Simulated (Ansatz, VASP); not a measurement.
SrRe: VASP beside Ansatz

The input INCAR:

```
ALGO     = Fast           # electronic algorithm
EDIFF    = 1E-7           # SCF threshold, eV
ENCUT    = 520            # plane-wave cutoff, eV
GGA      = PE             # functional
ISIF     = 2              # what is computed and relaxed
ISMEAR   = 0              # smearing method
LASPH    = T              # aspherical terms in the spheres
LCHARG   = F              # write CHGCAR
LREAL    = F              # projectors in reciprocal space
LWAVE    = F              # write WAVECAR
NBANDS   = 16             # bands
NELM     = 100            # most SCF steps
PREC     = Accurate       # precision mode
SIGMA    = 0.1            # smearing width, eV
```

The input KPOINTS:

```
k-points
0
Gamma
  6 6 4
```

Contents of POSCAR:

```
SrRe
1.0
    3.8575545100      0.0000000000      0.0000000000
   -1.9287772500      3.3407402000      0.0000000000
    0.0000000000      0.0000000000      5.5307661200
Sr Re
1 1
Direct
    0.3333333300      0.6666666700      0.5000000000
    0.0000000000      0.0000000000      0.0000000000
```

Input for Ansatz:

```yaml
crystal:
  lattice:
    - [3.85755451, 0.0, 0.0]
    - [-1.92877725, 3.3407402, 0.0]
    - [0.0, 0.0, 5.53076612]
  atoms:
    - { symbol: Sr, position: [0.33333333, 0.66666667, 0.5] }
    - { symbol: Re, position: [0.0, 0.0, 0.0] }
basis:
  ecutwfc: 420
kpoints:
  mp_grid: { grid: [6, 6, 4] }
hamiltonian:
  xc: pbe
scf:
  occupations: { method: gaussian, width: 0.1 }
  lower_state_search: "off"
output:
  forces: true
  stress: true
  eigenvalues: true
```

Alike in both runs: task single point; functional PBE; k mesh 6 × 6 × 4; occupations gaussian, width 0.1 eV; no spin polarisation.

```csv
,VASP,Ansatz
version,VASP 6.6.1,Ansatz 0.2.0
potentials or method,"VASP PAW PBE potentials, release 64 (Sr_sv, Re), cutoff 520 eV","scalar-relativistic, plane waves, PAW"
valence electrons in the cell,17,25
```

|  | VASP | Ansatz | Ansatz less VASP |
| --- | --- | --- | --- |
| gap on the k mesh at the Fermi level (eV) | none | none | - |
| pressure (GPa) | -12.0 | -12.1 | -0.09 |
| traceless stress, the component that is largest in VASP (GPa) | 0.26 | 0.43 | +0.173 |

A gap of «none» marks a metal or a gap that the smearing closes. With one functional, cell and mesh, what is left measures potentials, basis and numerics. VASP's potentials hold 17 valence electrons a cell and Ansatz's 25, so a difference there can come from the potentials and not from the codes.

Spin-orbit coupling is off throughout.
